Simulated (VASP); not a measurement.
# PmS (Fm-3m) in VASP: a series of runs

PmS is run at these levels: PBE; tasks: single point.

Program: VASP 6.6.1. These are calculated values, not measurements. Logs are shortened: lines on timing, memory, paths and dates and some standing lists are left out, and cuts for length are marked.

### 1 The cell of the first run

Symmetry: Fm-3m, No. 225, cubic system. The conventional cell has a = 5.650 Å, b = 5.650 Å, c = 5.650 Å, α = 90.00°, β = 90.00°, γ = 90.00°. Within 3.7 Å of Pm (site symmetry m-3m) lie 6 S at 2.83 Å. Within 3.7 Å of S (site symmetry m-3m) lie 6 Pm at 2.83 Å.

### 2 Single point, PBE

Input file INCAR:

```
PREC = Accurate
ENCUT = 600
EDIFF = 1E-6
ISMEAR = -1
SIGMA = 0.1
LREAL = False
LASPH = True
NELM = 200
ALGO = Normal
ISIF = 2
LWAVE = False
LCHARG = True
GGA = PE
LELF = True
LVHAR = True
NBANDS = 18
GGA_COMPAT = False
LMAXMIX = 6
```

Input file KPOINTS:

```
regular mesh
0
Gamma
  1 1 1
```

Input file POSCAR:

```
PmS
1.0
    0.0000000000      2.8250000000      2.8250000000
    2.8250000000      0.0000000000      2.8250000000
    2.8250000000      2.8250000000      0.0000000000
Pm S
1 1
Direct
    0.0000000000      0.0000000000      0.0000000000
    0.5000000000      0.5000000000      0.5000000000
```

Potentials or basis: VASP PAW PBE potentials, release 64 (Pm, S).

On the command line:

```console
> cat potpaw_PBE.64/Pm/POTCAR potpaw_PBE.64/S/POTCAR > POTCAR
> mpirun -np 1 vasp_gam > vasp.out
```

OUTCAR:

```text
PREC = Accurate
   ENCUT = 600
   EDIFF = 1E-6
   ISMEAR = -1
   LREAL = False
   LASPH = True
   NELM = 200
   ISIF = 2
   GGA = PE

 ion  position               nearest neighbor table
   1  0.000  0.000  0.000-   2 2.83   2 2.83   2 2.83   2 2.83   2 2.83   2 2.83
   2  0.500  0.500  0.500-   1 2.83   1 2.83   1 2.83   1 2.83   1 2.83   1 2.83

  LATTYP: Found a face centered cubic cell.
 ALAT       =     5.6500000000

  Lattice vectors:

 A1 = (   0.0000000000,   2.8250000000,   2.8250000000)
 A2 = (   2.8250000000,   0.0000000000,   2.8250000000)
 A3 = (   2.8250000000,   2.8250000000,   0.0000000000)

Analysis of symmetry for initial positions (statically):
=====================================================================
 Subroutine PRICEL returns:
 Original cell was already a primitive cell.

 Routine SETGRP: Setting up the symmetry group for a
 face centered cubic supercell.

 Subroutine GETGRP returns: Found 48 space group operations
 (whereof 48 operations were pure point group operations)
 out of a pool of 48 trial point group operations.

The static configuration has the point symmetry O_h .

Analysis of symmetry for dynamics (positions and initial velocities):
=====================================================================
 Subroutine PRICEL returns:
 Original cell was already a primitive cell.

 Routine SETGRP: Setting up the symmetry group for a
 face centered cubic supercell.

 Subroutine GETGRP returns: Found 48 space group operations
 (whereof 48 operations were pure point group operations)
 out of a pool of 48 trial point group operations.

The dynamic configuration has the point symmetry O_h .

 Subroutine INISYM returns: Found 48 space group operations
 (whereof 48 operations are pure point group operations),
 and found     1 'primitive' translations

----------------------------------------------------------------------------------------

                                     Primitive cell

  volume of cell :      45.0905

  direct lattice vectors                    reciprocal lattice vectors
     0.000000000  2.825000000  2.825000000    -0.176991150  0.176991150  0.176991150
     2.825000000  0.000000000  2.825000000     0.176991150 -0.176991150  0.176991150
     2.825000000  2.825000000  0.000000000     0.176991150  0.176991150 -0.176991150

  length of vectors
     3.995153314  3.995153314  3.995153314     0.306557665  0.306557665  0.306557665

  position of ions in fractional coordinates (direct lattice)
     0.000000000  0.000000000  0.000000000
     0.500000000  0.500000000  0.500000000

  ion indices of the primitive-cell ions
   primitive index   ion index
                 1           1
                 2           2

----------------------------------------------------------------------------------------

 KPOINTS: regular mesh

Automatic generation of k-mesh.
 Grid dimensions read from file:
 generate k-points for:    1    1    1

 Generating k-lattice:

  Cartesian coordinates                     Fractional coordinates (reciprocal lattice)
    -0.176991150  0.176991150  0.176991150     1.000000000  0.000000000  0.000000000
     0.176991150 -0.176991150  0.176991150     0.000000000  1.000000000  0.000000000
     0.176991150  0.176991150 -0.176991150     0.000000000  0.000000000  1.000000000

  Length of vectors
     0.306557665  0.306557665  0.306557665

  Shift w.r.t. Gamma in fractional coordinates (k-lattice)
     0.000000000  0.000000000  0.000000000

 Subroutine IBZKPT returns following result:
 ===========================================

 Found      1 irreducible k-points:

 Following reciprocal coordinates:
            Coordinates               Weight
  0.000000  0.000000  0.000000      1.000000
   k-points           NKPTS =      1   k-points in BZ     NKDIM =      1   number of bands    NBANDS=     18
   number of dos      NEDOS =    301   number of ions     NIONS =      2
   total plane-waves  NPLWV =  32768
   dimension x,y,z NGX =    32 NGY =   32 NGZ =   32
   dimension x,y,z NGXF=    64 NGYF=   64 NGZF=   64
   ions per type =               1   1
   NGX,Y,Z   is equivalent  to a cutoff of  13.32, 13.32, 13.32 a.u.
   NGXF,Y,Z  is equivalent  to a cutoff of  26.63, 26.63, 26.63 a.u.
 SYSTEM =  unknown system
   PREC   = accura    normal or accurate (medium, high low for compatibility)
   ISTART =      0    job   : 0-new  1-cont  2-samecut
   ICHARG =      2    charge: 1-file 2-atom 10-const
   ISPIN  =      1    spin polarized calculation?
   LNONCOLLINEAR =      F non collinear calculations
   LSORBIT =      F    spin-orbit coupling
   LASPH  =      T    aspherical Exc in radial PAW
   ENCUT  =  600.0 eV  44.10 Ry    6.64 a.u.   7.98  7.98  7.98*2*pi/ulx,y,z
   NELM   =    200;   NELMIN=  2; NELMDL= -5     # of ELM steps
   EDIFF  = 0.1E-05   stopping-criterion for ELM
   LREAL  =      F    real-space projection
   EDIFFG = 0.1E-04   stopping-criterion for IOM
   NSW    =      0    number of steps for IOM
   IBRION =     -1    ionic relax: 0-MD 1-quasi-New 2-CG
   NFREE  =      0    steps in history (QN), initial steepest desc. (CG)
   ISIF   =      2    stress and relaxation
   ISYM   =      2    0-nonsym 1-usesym 2-fastsym
   POTIM  = 0.5000    time-step for ionic-motion
   TEBEG  =    0.0;   TEEND  =   0.0 temperature during run
   PSTRESS=    0.0 pullay stress
   NELECT =      21.0000    total number of electrons
   NUPDOWN=      -1.0000    fix difference up-down
   EMIN   =  10.00;   EMAX   =-10.00  energy-range for DOS
   EFERMI =   0.00;   METHOD = LEGACY
   ISMEAR =    -1;   SIGMA  =   0.10  broadening in eV -4-tet -1-fermi 0-gaus
   EFERMI_NEDOS =   21; number of points for ismear=-14 and -15
   IALGO  =     38    algorithm
   IMIX   =      4    mixing-type and parameters
     AMIX     =   0.40;   BMIX     =  1.00
     AMIX_MAG =   1.60;   BMIX_MAG =  1.00
  volume/ion in A,a.u.               =      22.55       152.14
  Fermi-wavevector in a.u.,A,eV,Ry     =   1.268974  2.398014 21.909403  1.610296
  Thomas-Fermi vector in A             =   2.402040
   LORBIT       =      0    0 simple, 1 ext, 2 COOP (PROOUT), +10 PAW based schemes
   GGA     = PE    functional components
   LHFCALC =     F    Hartree Fock is set to
   AEXX    =    0.0000 exact exchange contribution
   IVDW    =     0    specifies the selected vdW correction
   LEPSILON=     F    determine dielectric tensor
   LRPA    =     F    only Hartree local field effects (RPA)
 non-spin polarized calculation
  energy-cutoff  :      600.00
  volume of cell :       45.09
 maximum number of plane-waves:       730
 NGX is ok and might be reduce to    30
   NGX = 15   NGY = 15   NGZ = 15

 number of electron      21.0000001 magnetization

 Free energy of the ion-electron system (eV)
  ---------------------------------------------------
  ext. energy  EPLUGINS =         0.00000000
  ---------------------------------------------------
  free energy    TOTEN  =        -4.44088295 eV

  energy without entropy =       -3.54984450  energy(sigma->0) =       -3.99536372

 E-fermi :   8.5987     XC(G=0): -10.2641

 val. band max:        8.5775759890   @ k =   0.0000   0.0000   0.0000
 cond. band min:       8.6223755752   @ k =   0.0000   0.0000   0.0000
 fundamental gap:      0.0447995862
 Fermi energy:         8.5986931779

 k-point     1 :       0.0000    0.0000    0.0000
  band No.  band energies     occupation
      1     -30.1246      2.00000
      2     -10.6145      2.00000
      3     -10.6145      2.00000
      4     -10.6145      2.00000
      5      -5.4983      2.00000
      6       5.3568      2.00000
[... 10 lines left out ...]
     17       9.0143      0.03084
     18       9.0143      0.03084

------------------------ aborting loop because EDIFF is reached ----------------------------------------

  FORCE on cell =-STRESS in cart. coord.  units (eV):
  Direction    XX          YY          ZZ          XY          YZ          ZX
  --------------------------------------------------------------------------------------
  -------------------------------------------------------------------------------------
  Total        7.5038153      7.5038153      7.5038153     -0.0000000      0.0000000     -0.0000000
  in kB      266.6289898    266.6289898    266.6289898     -0.0000000      0.0000000     -0.0000000
  external PRESSURE =     266.6289898 kB  Pullay stress =       0.0000000 kB

 VOLUME and BASIS-vectors are now :
 -----------------------------------------------------------------------------
  energy-cutoff  :      600.00
  volume of cell :       45.09
      direct lattice vectors                 reciprocal lattice vectors
     0.000000000  2.825000000  2.825000000    -0.176991150  0.176991150  0.176991150
     2.825000000  0.000000000  2.825000000     0.176991150 -0.176991150  0.176991150
     2.825000000  2.825000000  0.000000000     0.176991150  0.176991150 -0.176991150

 POSITION                                       TOTAL-FORCE (eV/Angst)
 -----------------------------------------------------------------------------------
      0.00000      0.00000      0.00000        -0.000000      0.000000     -0.000000
      2.82500      2.82500      2.82500         0.000000     -0.000000      0.000000
 -----------------------------------------------------------------------------------
    total drift:                                0.000000     -0.000000     -0.000000

  FREE ENERGIE OF THE ION-ELECTRON SYSTEM (eV)
  ---------------------------------------------------
  free  energy   TOTEN  =        -4.4408829469 eV

  energy  without entropy=       -3.5498445026  energy(sigma->0) =       -3.99536372
```

Wall time 9.3 s (1 thread of Intel Xeon Platinum 8559C (Emerald Rapids), shared host); peak memory 0.17 GiB.

What came out:

* Free energy: -4.4409 eV
* Pressure: 26.7 GPa

Caveat: the k points lie up to 1.93 Å⁻¹ apart; spin-orbit coupling is left out, which moves the levels of the heavy elements; without U or exact exchange the open f shell lies at the Fermi level, which spoils levels, moments and volumes. With open d or f shells a metallic result of PBE can be an artefact of self-interaction; +U or a hybrid may open a gap.

### 3 Single point, PBE

Input file INCAR:

```
SYSTEM = PmS
PREC     = Accurate       ! precision mode
ENCUT    = 600            ! plane-wave cutoff, eV
EDIFF    = 1E-6           ! SCF threshold, eV
ISMEAR   = -1             ! smearing method
SIGMA    = 0.1            ! smearing width, eV
LREAL    = .FALSE.        ! projectors in reciprocal space
LASPH    = .TRUE.         ! aspherical terms in the spheres
NELM     = 200            ! most SCF steps
ALGO     = Normal         ! electronic algorithm
ISIF     = 2              ! what is computed and relaxed
LWAVE    = .FALSE.        ! write WAVECAR
LCHARG   = .FALSE.        ! write CHGCAR
GGA      = PE             ! functional
NBANDS   = 18             ! bands
GGA_COMPAT= .FALSE.      
LMAXMIX  = 6              ! l up to which the mixer works
```

Input file KPOINTS:

```
Automatic mesh
0
G
  1 1 1
  0 0 0
```

POSCAR is that of step 2.

Potentials or basis: VASP PAW PBE potentials, release 64 (Pm, S).

On the command line:

```console
> cat potpaw_PBE.64/Pm/POTCAR potpaw_PBE.64/S/POTCAR > POTCAR
> mpirun -np 1 vasp_gam > vasp.out
```

It took 9.5 s on 1 thread of Intel Xeon Platinum 8559C (Emerald Rapids), shared host; peak memory 0.17 GiB.

Results (log left out):

```yaml
Free_energy: -4.4409 eV
Pressure: 26.7 GPa
```

Levels at points of the mesh, in eV from the Fermi level:
| k point | band 7 | band 8 | band 9 | band 10 | band 11 | band 12 |
| --- | --- | --- | --- | --- | --- | --- |
| (0.00, 0.00, 0.00) | -3.24 | -3.24 | -0.02 | 0.02 | 0.02 | 0.02 |

Caveat: the k points lie up to 1.93 Å⁻¹ apart; spin-orbit coupling is left out, which moves the levels of the heavy elements; without U or exact exchange the open f shell lies at the Fermi level, which spoils levels, moments and volumes. With open d or f shells a metallic result of PBE can be an artefact of self-interaction; +U or a hybrid may open a gap.
